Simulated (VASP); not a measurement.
Te, 1 atom in the cell. Symmetry: Im-3m, No. 229, cubic system. The conventional cell has a = 2.885 Å, b = 2.885 Å, c = 2.885 Å, α = 90.00°, β = 90.00°, γ = 90.00°. Te (site symmetry m-3m) has 14 Te at 2.50 to 2.89 Å within 3.3 Å.  This cell differs from its parent crystal: volume scaled by 0.45.

```yaml
Program: VASP 6.6.1
Task: single point
Functional: LDA
Potentials_or_basis: VASP PAW LDA potentials, release 64 (Te)
Cutoff: 520 eV
k_mesh: 15 × 15 × 15
Occupations: fermi-dirac, width 0.1 eV
Spin: no spin polarisation
Dipole_correction: no
Further_INCAR_settings: ALGO = Normal; EDIFF = 1e-07; NBANDS = 9
```

Potentials or basis: VASP PAW LDA potentials, release 64 (Te).

Launch:

```sh
$ cat potpaw_LDA.64/Te/POTCAR > POTCAR
$ mpirun -np 1 vasp_std > vasp.out
```

Hardware: 1 thread of Intel Xeon 6975P-C (shared host).

Task: How long does it take, and how much memory?

Result: Run time: 9.3 s on 1 thread of Intel Xeon 6975P-C (shared host), peak memory 0.13 GiB. Counts: scf iterations 11, k points 120.
